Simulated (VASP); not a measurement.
Set up this calculation in VASP 6.6.1, as the native input.

```
Task                               : single point
Functional                         : HSE06
Potentials or basis                : VASP PAW PBE potentials, release 64 (K_sv, Cl)
Cutoff                             : 520 eV
k mesh                             : 4 × 4 × 4
Occupations                        : gaussian, width 0.01 eV
Spin                               : no spin polarisation
Dipole correction                  : no
Grid for exact exchange (PRECFOCK) : Normal
Further INCAR settings             : ALGO = Normal; EDIFF = 1e-07; NBANDS = 15
Screening parameter                : 0.2079 1/Å
```

The system is KCl.

```
CELL_PARAMETERS angstrom
0.00000 3.14485 3.14485
3.14485 0.00000 3.14485
3.14485 3.14485 0.00000
ATOMIC_POSITIONS crystal
K 0.00000 0.00000 0.00000
Cl 0.50000 0.50000 0.50000
```

The input as run:

POSCAR

```
KCl
1.0
    0.0000000000      3.1448483221      3.1448483221
    3.1448483221      0.0000000000      3.1448483221
    3.1448483221      3.1448483221      0.0000000000
K Cl
1 1
Direct
    0.0000000000      0.0000000000      0.0000000000
    0.5000000000      0.5000000000      0.5000000000
```

INCAR.step1

```
PREC = Accurate ; ENCUT = 520
EDIFF = 1E-5 ; ISMEAR = 0
SIGMA = 0.01 ; LREAL = F
LASPH = T ; NELM = 80
ALGO = Normal ; ISIF = 2
LWAVE = T ; LCHARG = F
GGA = PE ; NBANDS = 15
```

INCAR.step2

```
PREC = Accurate ; ENCUT = 520
EDIFF = 1E-7 ; ISMEAR = 0
SIGMA = 0.01 ; LREAL = F
LASPH = T ; NELM = 80
ALGO = Normal ; ISIF = 2
LWAVE = F ; LCHARG = F
GGA = PE ; LHFCALC = T
HFSCREEN = 0.2079 ; PRECFOCK = Normal
ISTART = 1 ; NBANDS = 15
```

KPOINTS

```
Automatic mesh
0
Gamma
  4 4 4
```

Potentials or basis: VASP PAW PBE potentials, release 64 (K_sv, Cl).

Command:

```bash
$ cat potpaw_PBE.64/K_sv/POTCAR potpaw_PBE.64/Cl/POTCAR > POTCAR
$ cp INCAR.step1 INCAR
$ mpirun -np 1 vasp_std > vasp.out
$ cp INCAR.step2 INCAR
$ mpirun -np 1 vasp_std > vasp.out
```

Results of the run:

```yaml
Pressure: 0.5 GPa
Band_gap_on_the_k_mesh: 6.50 eV, direct
```

Caveat: the k points lie up to 0.43 Å⁻¹ apart; the PAW data sets were made with another functional, which shifts forces and pressure a little.

It took 9 min on 1 thread of Intel Xeon 6975P-C, on a shared host, peak memory 0.32 GiB.
